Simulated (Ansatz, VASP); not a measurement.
**BeS: VASP beside Ansatz**

```
Be S
1.0
     0.00000    2.29713    2.29713
     2.29713    0.00000    2.29713
     2.29713    2.29713    0.00000
Be S
1 1
Direct
  0.00000 0.00000 0.00000
  0.25000 0.25000 0.25000
```

Alike in both runs: functional PBE; k mesh 10 × 10 × 10; occupations fermi-dirac, width 0.03 eV; no spin polarisation.

Ansatz relaxed the structure, and its values are those at the end. VASP's run is a single point on that final structure, the one shown.

|  | VASP | Ansatz |
| --- | --- | --- |
| version | VASP 6.6.1 | Ansatz 0.2.0 |
| potentials or method | VASP PAW PBE potentials, release 64 (Be, S) | PAW with Ansatz's default frozen-core files, scalar-relativistic |
| plane-wave cutoff (eV) | 520 | 420 |
| valence electrons in the cell | 8 | 8 |

```tsv
	VASP	Ansatz	Ansatz less VASP
gap on the k mesh at the Fermi level (eV)	2.68	2.68	0.000
pressure (GPa)	23.2	23.2	+0.04
```

Ansatz's warnings: stress scf threshold loose.
